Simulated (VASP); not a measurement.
Crystal: Ge.

```
CELL_PARAMETERS angstrom
0.00000 2.88060 2.88060
2.88060 0.00000 2.88060
2.88060 2.88060 0.00000
ATOMIC_POSITIONS crystal
Ge 0.00000 0.00000 0.00000
Ge 0.25000 0.25000 0.25000
```

* Program: VASP 6.6.1
* Task: relaxation of cell and atoms
* Functional: r2SCAN
* Potentials or basis: VASP PAW PBE potentials, release 64 (Ge_d)
* Cutoff: 600 eV
* k mesh: 8 × 8 × 8
* Occupations: fermi-dirac, width 0.02 eV
* Spin: no spin polarisation

At the start: pressure -2.8 GPa; volume 23.90 Å³/atom.

**Question.** How do energy, volume and symmetry change on relaxing?

**Answer.** Over 4 steps the energy falls by 9.7 meV/atom and the volume is 22.86 Å³/atom (-4.4 %); space group Fd-3m (No. 227, to 0.1 Å) before and after.

The path:
| step | energy change (eV) | largest force (eV/Å) | pressure (GPa) | volume (Å³) |
| --- | --- | --- | --- | --- |
| 1 | 0.0000 | 0.0000 | -2.77 | 47.81 |
| 2 | -0.0171 | 0.0000 | 1.07 | 45.01 |
| 3 | -0.0195 | 0.0000 | 0.05 | 45.68 |
| 4 | -0.0195 | 0.0000 | -0.02 | 45.72 |

Final structure:
```xyz
2
Lattice="0.0000 2.8381 2.8381 2.8381 0.0000 2.8381 2.8381 2.8381 0.0000" Properties=species:S:1:pos:R:3 pbc="T T T"
Ge    0.0000    0.0000    0.0000
Ge    1.4190    1.4190    1.4190
```

Caveat: the PAW data sets were made with another functional, which shifts forces and pressure a little.
